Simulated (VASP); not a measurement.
# AlN (P6_3mc) in VASP: a series of runs

AlN is run at these levels: PBE; tasks: single point, relaxation of cell and atoms.

Program: VASP 6.6.1. These are calculated values, not measurements. Logs are shortened: lines on timing, memory, paths and dates and some standing lists are left out, and cuts for length are marked.

**1. The cell of the first run**

It takes space group P6_3mc (No. 186, hexagonal). The conventional cell has a = 3.130 Å, b = 3.130 Å, c = 5.018 Å, α = 90.00°, β = 90.00°, γ = 120.00°. Within 2.5 Å of Al (site symmetry 3m) lie 4 N at 1.90 to 1.91 Å. Within 2.5 Å of N (site symmetry 3m) lie 4 Al at 1.90 to 1.91 Å.

**2. Single point, PBE**

Contents of INCAR:

```
SYSTEM = AlN
PREC = Accurate
ENCUT = 520
EDIFF = 1E-6
ISMEAR = 0
SIGMA = 0.01
LREAL = .False.
LASPH = .True.
NELM = 60
ALGO = Normal
ISIF = 2
LWAVE = .False.
LCHARG = .False.
GGA = PE
NBANDS = 16
```

Contents of KPOINTS:

```
Automatic mesh
0
Gamma
  9 9 6
  0 0 0
```

Contents of POSCAR:

```
AlN
1.0
    3.1295250284      0.0000000000      0.0000000000
   -1.5647625142      2.7102481764      0.0000000000
    0.0000000000      0.0000000000      5.0182765736
Al N
2 2
Direct
    0.3333333333      0.6666666667      0.0002649614
    0.6666666667      0.3333333333      0.5002649614
    0.3333333333      0.6666666667      0.3817350386
    0.6666666667      0.3333333333      0.8817350386
```

Potentials or basis: VASP PAW PBE potentials, release 64 (Al, N).

The run is started by

```console
cat potpaw_PBE.64/Al/POTCAR potpaw_PBE.64/N/POTCAR > POTCAR
mpirun -np 1 vasp_std > vasp.out
```

OUTCAR:

```text
SYSTEM = AlN
   PREC = Accurate
   ENCUT = 520
   EDIFF = 1E-6
   ISMEAR = 0
   LREAL = .False.
   LASPH = .True.
   NELM = 60
   ISIF = 2
   GGA = PE

 ion  position               nearest neighbor table
   1  0.333  0.667  0.000-   4 1.90   4 1.90   4 1.90   3 1.91   2 3.09   2 3.09   2 3.09   2 3.09
                             2 3.09   2 3.09
   2  0.667  0.333  0.500-   3 1.90   3 1.90   3 1.90   4 1.91   1 3.09   1 3.09   1 3.09   1 3.09
                             1 3.09   1 3.09
   3  0.333  0.667  0.382-   2 1.90   2 1.90   2 1.90   1 1.91
   4  0.667  0.333  0.882-   1 1.90   1 1.90   1 1.90   2 1.91

  LATTYP: Found a hexagonal cell.
 ALAT       =     3.1295250284
 C/A-ratio  =     1.6035265825

  Lattice vectors:

 A1 = (   3.1295250284,   0.0000000000,   0.0000000000)
 A2 = (  -1.5647625142,   2.7102481764,   0.0000000000)
 A3 = (   0.0000000000,   0.0000000000,   5.0182765736)

Analysis of symmetry for initial positions (statically):
=====================================================================
 Subroutine PRICEL returns:
 Original cell was already a primitive cell.

 Routine SETGRP: Setting up the symmetry group for a
 hexagonal supercell.

 Subroutine GETGRP returns: Found 12 space group operations
 (whereof  6 operations were pure point group operations)
 out of a pool of 24 trial point group operations.

The static configuration has the point symmetry C_3v.
 The point group associated with its full space group is C_6v.

Analysis of symmetry for dynamics (positions and initial velocities):
=====================================================================
 Subroutine PRICEL returns:
 Original cell was already a primitive cell.

 Routine SETGRP: Setting up the symmetry group for a
 hexagonal supercell.

 Subroutine GETGRP returns: Found 12 space group operations
 (whereof  6 operations were pure point group operations)
 out of a pool of 24 trial point group operations.

The dynamic configuration has the point symmetry C_3v.
 The point group associated with its full space group is C_6v.

 Subroutine INISYM returns: Found 12 space group operations
 (whereof  6 operations are pure point group operations),
 and found     1 'primitive' translations

----------------------------------------------------------------------------------------

                                     Primitive cell

  volume of cell :      42.5640

  direct lattice vectors                    reciprocal lattice vectors
     3.129525028  0.000000000  0.000000000     0.319537307  0.184484950  0.000000000
[... 96 lines left out ...]
   ISIF   =      2    stress and relaxation
   ISYM   =      2    0-nonsym 1-usesym 2-fastsym
   POTIM  = 0.5000    time-step for ionic-motion
   TEBEG  =    0.0;   TEEND  =   0.0 temperature during run
   PSTRESS=    0.0 pullay stress
   NELECT =      16.0000    total number of electrons
   NUPDOWN=      -1.0000    fix difference up-down
   EMIN   =  10.00;   EMAX   =-10.00  energy-range for DOS
   EFERMI =   0.00;   METHOD = LEGACY
   ISMEAR =     0;   SIGMA  =   0.01  broadening in eV -4-tet -1-fermi 0-gaus
   EFERMI_NEDOS =   21; number of points for ismear=-14 and -15
   IALGO  =     38    algorithm
   IMIX   =      4    mixing-type and parameters
     AMIX     =   0.40;   BMIX     =  1.00
     AMIX_MAG =   1.60;   BMIX_MAG =  1.00
  volume/ion in A,a.u.               =      10.64        71.81
  Fermi-wavevector in a.u.,A,eV,Ry     =   1.181501  2.232713 18.992983  1.395945
  Thomas-Fermi vector in A             =   2.317773
   LORBIT       =      0    0 simple, 1 ext, 2 COOP (PROOUT), +10 PAW based schemes
   GGA     = PE    functional components
   LHFCALC =     F    Hartree Fock is set to
   AEXX    =    0.0000 exact exchange contribution
   IVDW    =     0    specifies the selected vdW correction
   LEPSILON=     F    determine dielectric tensor
   LRPA    =     F    only Hartree local field effects (RPA)
 non-spin polarized calculation
 Gauss-broadening in eV      SIGMA  =   0.01
  energy-cutoff  :      520.00
  volume of cell :       42.56
 maximum number of plane-waves:      1170
 NGX is ok and might be reduce to    24
   NGX = 11   NGY = 11   NGZ = 19

 number of electron      15.9999998 magnetization

 Free energy of the ion-electron system (eV)
  ---------------------------------------------------
  ext. energy  EPLUGINS =         0.00000000
  ---------------------------------------------------
  free energy    TOTEN  =       -29.78050439 eV

  energy without entropy =      -29.78050439  energy(sigma->0) =      -29.78050439

 E-fermi :   6.0398     XC(G=0): -10.8286

 val. band max:        5.9659376367   @ k =   0.0000   0.0000   0.0000
 cond. band min:      10.0143121874   @ k =   0.0000   0.0000   0.0000
 fundamental gap:      4.0483745507
 Fermi energy:         6.0398069409

 k-point     1 :       0.0000    0.0000    0.0000
  band No.  band energies     occupation
      1      -9.1018      2.00000
      2      -7.0190      2.00000
      3       0.0596      2.00000
      4       5.1240      2.00000
      5       5.1240      2.00000
      6       5.7659      2.00000
[... 433 lines left out ...]
      3       1.3538      2.00000
      4       1.8360      2.00000
      5       1.8360      2.00000
      6       3.3247      2.00000
[... 8 lines left out ...]
     15      18.9219      0.00000
     16      20.8057      0.00000

 [... further k-points ...]

------------------------ aborting loop because EDIFF is reached ----------------------------------------

  FORCE on cell =-STRESS in cart. coord.  units (eV):
  Direction    XX          YY          ZZ          XY          YZ          ZX
  --------------------------------------------------------------------------------------
  -------------------------------------------------------------------------------------
  Total       -0.0452930     -0.0452930     -0.0474318      0.0000000      0.0000000      0.0000000
  in kB       -1.7049027     -1.7049027     -1.7854091      0.0000000      0.0000000      0.0000000
  external PRESSURE =      -1.7317381 kB  Pullay stress =       0.0000000 kB

 VOLUME and BASIS-vectors are now :
 -----------------------------------------------------------------------------
  energy-cutoff  :      520.00
  volume of cell :       42.56
      direct lattice vectors                 reciprocal lattice vectors
     3.129525028  0.000000000  0.000000000     0.319537307  0.184484950  0.000000000
    -1.564762514  2.710248176  0.000000000     0.000000000  0.368969901  0.000000000
     0.000000000  0.000000000  5.018276574     0.000000000  0.000000000  0.199271600

 POSITION                                       TOTAL-FORCE (eV/Angst)
 -----------------------------------------------------------------------------------
     -0.00000      1.80683      0.00133         0.000000      0.000000     -0.000744
      1.56476      0.90342      2.51047        -0.000000     -0.000000     -0.000744
     -0.00000      1.80683      1.91565        -0.000000      0.000000      0.000744
      1.56476      0.90342      4.42479         0.000000      0.000000      0.000744
 -----------------------------------------------------------------------------------
    total drift:                               -0.000000      0.000000      0.000581

  FREE ENERGIE OF THE ION-ELECTRON SYSTEM (eV)
  ---------------------------------------------------
  free  energy   TOTEN  =       -29.7805043919 eV

  energy  without entropy=      -29.7805043919  energy(sigma->0) =      -29.78050439
```

OSZICAR:

```text
N       E                     dE             d eps       ncg     rms          rms(c)
DAV:   1     0.394039488619E+02    0.39404E+02   -0.72094E+03  1536   0.892E+02
DAV:   2    -0.309844494484E+02   -0.70388E+02   -0.65168E+02  2136   0.184E+02
DAV:   3    -0.344368772465E+02   -0.34524E+01   -0.34441E+01  1896   0.422E+01
DAV:   4    -0.344580437120E+02   -0.21166E-01   -0.21165E-01  1936   0.371E+00
DAV:   5    -0.344583181065E+02   -0.27439E-03   -0.27439E-03  1912   0.429E-01    0.121E+01
DAV:   6    -0.297654296338E+02    0.46929E+01   -0.10679E+01  1832   0.236E+01    0.411E+00
DAV:   7    -0.297922933597E+02   -0.26864E-01   -0.65963E-01  1632   0.571E+00    0.292E+00
DAV:   8    -0.297851829909E+02    0.71104E-02   -0.62158E-02  1704   0.230E+00    0.619E-01
DAV:   9    -0.297799418089E+02    0.52412E-02   -0.12458E-02  2016   0.824E-01    0.252E-01
DAV:  10    -0.297805897008E+02   -0.64789E-03   -0.24247E-03  1656   0.307E-01    0.137E-01
DAV:  11    -0.297805013522E+02    0.88349E-04   -0.18661E-04  1744   0.104E-01    0.343E-02
DAV:  12    -0.297805045708E+02   -0.32185E-05   -0.12570E-05  1680   0.282E-02    0.722E-03
DAV:  13    -0.297805043919E+02    0.17890E-06   -0.45307E-06  1816   0.163E-02
   1 F= -.29780504E+02 E0= -.29780504E+02  d E =-.232677E-28
```

It took 37 s on 1 thread of Intel Xeon 8259CL, shared host; peak memory 0.17 GiB.

What came out:

```
Free energy            : -29.7805 eV
Pressure               : -0.2 GPa
Band gap on the k mesh : 4.05 eV
```

**3. Relaxation of cell and atoms, PBE**

This run uses another cell than the first one, of 10.43 Å³/atom.

Contents of INCAR:

```
SYSTEM = AlN
PREC     = Accurate       ! precision mode
ENCUT    = 600            ! plane-wave cutoff, eV
EDIFF    = 1E-7           ! SCF threshold, eV
ISMEAR   = 0              ! smearing method
SIGMA    = 0.01           ! smearing width, eV
LREAL    = .FALSE.        ! projectors in reciprocal space
LASPH    = .TRUE.         ! aspherical terms in the spheres
NELM     = 60             ! most SCF steps
ALGO     = Normal         ! electronic algorithm
ISIF     = 3              ! what is computed and relaxed
LWAVE    = .FALSE.        ! write WAVECAR
LCHARG   = .FALSE.        ! write CHGCAR
GGA      = PE             ! functional
IBRION   = 2              ! ionic algorithm
NSW      = 80             ! ionic steps
EDIFFG   = -0.001         ! ionic threshold
```

Contents of KPOINTS:

```
regular mesh
0
G
  9 9 6
  0 0 0
```

Contents of POSCAR:

```
AlN
1.0
    3.1100000000      0.0000000000      0.0000000000
   -1.5550000000      2.6933390058      0.0000000000
    0.0000000000      0.0000000000      4.9800000000
Al N
2 2
Direct
    0.3333333333      0.6666666667      0.0000000000
    0.6666666667      0.3333333333      0.5000000000
    0.3333333333      0.6666666667      0.3820000000
    0.6666666667      0.3333333333      0.8820000000
```

Potentials or basis: VASP PAW PBE potentials, release 64 (Al, N).

The run is started by

```console
cat potpaw_PBE.64/Al/POTCAR potpaw_PBE.64/N/POTCAR > POTCAR
mpirun -np 1 vasp_std > vasp.out
```

Run time: 2.9 min. Hardware: 1 thread of Intel Xeon 8259CL, shared host; peak memory 0.19 GiB.

The run converged. Its results:

* Free energy: -29.7825 eV
* Relaxed volume: 10.62 Å³/atom
* Relaxed cell: a = 3.128 Å, b = 3.128 Å, c = 5.015 Å, α = 90.00°, β = 90.00°, γ = 120.00°
* Space group after relaxing (to 0.1 Å): P6_3mc (No. 186)
* Energy gained by relaxing: 2.2 meV/atom
* Ionic steps: 9
* Pressure after relaxing: 0.0 GPa
* Band gap on the k mesh: 4.06 eV

Step by step:
| step | energy change (eV) | largest force (eV/Å) | pressure (GPa) | volume (Å³) |
| --- | --- | --- | --- | --- |
| 1 | 0.0000 | 0.0086 | 3.74 | 41.71 |
| 2 | -0.0019 | 0.0088 | -3.11 | 43.20 |
| 3 | -0.0089 | 0.0086 | 0.00 | 42.49 |
| 4 | -0.0089 | 0.0085 | 0.07 | 42.48 |
| 5 | -0.0090 | 0.0087 | 0.07 | 42.48 |
| 6 | -0.0090 | 0.0087 | 0.07 | 42.48 |
| 7 | -0.0090 | 0.0050 | -0.06 | 42.51 |
| 8 | -0.0090 | 0.0011 | -0.01 | 42.50 |
| 9 | -0.0090 | 0.0009 | -0.01 | 42.50 |

Final structure:
```xyz
4
Lattice="3.1281 0.0000 0.0000 -1.5641 2.7090 0.0000 0.0000 0.0000 5.0151" Properties=species:S:1:pos:R:3 pbc="T T T"
Al    0.0000    1.8060    0.0012
Al    1.5641    0.9030    2.5087
N     0.0000    1.8060    1.9146
N     1.5641    0.9030    4.4222
```

Levels at points of the mesh, in eV from the valence-band top:
```
           k point  band 6  band 7  band 8  band 9  band 10  band 11
(0.00, 0.00, 0.00)   -0.20   -0.20    0.00    4.06     6.53    10.47
(0.00, 0.00, 0.50)   -0.53   -0.53   -0.53    6.33     6.33    10.18
```

Caveat: an odd mesh through Γ misses points on the zone boundary, where band edges can lie.
